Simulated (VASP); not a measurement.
Crystal: Be4BrF2.

```xyz
7
Lattice="4.6303 0.0000 0.0000 0.0000 4.6303 0.0000 0.0000 0.0000 2.3152" Properties=species:S:1:pos:R:3 pbc="T T T"
Be    1.1576    3.4727    0.0000
Be    1.1576    1.1576    0.0000
Be    3.4727    3.4727    0.0000
Be    3.4727    1.1576    0.0000
Br    2.3152    2.3152    1.1576
F     2.3152    0.0000    1.1576
F     0.0000    2.3152    1.1576
```

This cell differs from its parent crystal: atoms taken out.

Base run:

- Program: VASP 6.6.1
- Functional: PBE
- Potentials or basis: VASP PAW PBE potentials, release 64 (Be, Br, F)
- Cutoff: 520 eV
- k mesh: 4 × 4 × 8
- Occupations: gaussian, width 0.1 eV
- Spin: no spin polarisation

Its results: pressure 127.5 GPa; largest force 4.095 eV/Å.

The run is repeated on the same cell with these changes: spin from no spin polarisation to collinear spin; further incar settings from ALGO = Normal; EDIFF = 1e-06; NBANDS = 24 to ALGO = Normal; EDIFF = 1e-07; NBANDS = 28. What comes out?

Pressure 127.4 GPa; net moment 0.31 μB per cell; site moments Be +0.04; Br +0.04; F +0.02 μB; largest force 4.094 eV/Å.

Caveats: the stress differs along the axes, from 115 to 152 GPa; an odd number of electrons without spin polarisation forces a metal (at least some runs); a magnetic or distorted state may lie lower (at least some runs); a moment this small can come from the mesh or the smearing (at least some runs); forces of over 1 eV/Å act on the atoms, so gaps and moduli don't describe the material at rest (at least some runs).
